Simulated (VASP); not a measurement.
Si: single point with PBE

Si:

```
Si
1.0
     3.83132    0.00000    0.00000
    -1.91566    3.31802    0.00000
     0.00000    0.00000    6.33262
Si
4
Direct
  0.33333 0.66667 0.15776
  0.66667 0.33333 0.56301
  0.33333 0.66667 0.43699
  0.66667 0.33333 0.93699
```

This cell differs from its parent crystal: atom 1 (Si) moved by (+0.000, +0.600) A along y and z.

```
Program                : VASP 6.6.1
Task                   : single point
Functional             : PBE
Potentials or basis    : VASP PAW PBE potentials, release 64 (Si)
Cutoff                 : 520 eV
k mesh                 : 12 × 12 × 6
Occupations            : gaussian, width 0.05 eV
Spin                   : no spin polarisation
Dipole correction      : no
Further INCAR settings : ALGO = Normal; EDIFF = 1e-07; NBANDS = 16
```

* Pressure: 15.1 GPa
* Largest force: 19.547 eV/Å
* Band gap on the k mesh: zero (bands 8 and 9 overlap by 1.30 eV)

Forces on the atoms (eV/Å):
```
Si    0.000   0.000 -19.547
Si    0.000   0.000   0.908
Si    0.000   0.000  15.947
Si    0.000   0.000   2.692
```

Stress tensor (GPa, compression positive):
```
-3.05  0.00  0.00
 0.00 -3.05  0.00
 0.00  0.00 51.49
```

Levels at points of the mesh, in eV from the Fermi level:
```
           k point  band 5  band 6  band 7  band 8  band 9  band 10  band 11  band 12
(0.00, 0.00, 0.00)   -2.23   -1.87    0.84    0.84    0.92     1.24     1.24     2.16
(0.50, 0.00, 0.00)   -4.92   -3.86   -3.67   -0.49    0.10     1.54     1.61     2.55
(0.00, 0.00, 0.50)   -2.09   -2.09    0.00    0.00    0.96     2.17     2.17     3.00
(0.50, 0.00, 0.50)   -3.49   -3.42   -2.53   -1.39   -0.35     0.49     1.21     2.77
```

It took 110 s on 1 thread of Intel Xeon 8259CL, with other jobs on the host, peak memory 0.23 GiB.

Caveat: the cell differs from its parent crystal (atom 1 (Si) moved by (+0.000, +0.600) A along y and z); the stress differs along the axes, from -3 to 51 GPa; forces of over 1 eV/Å act on the atoms, so gaps and moduli don't describe the material at rest.
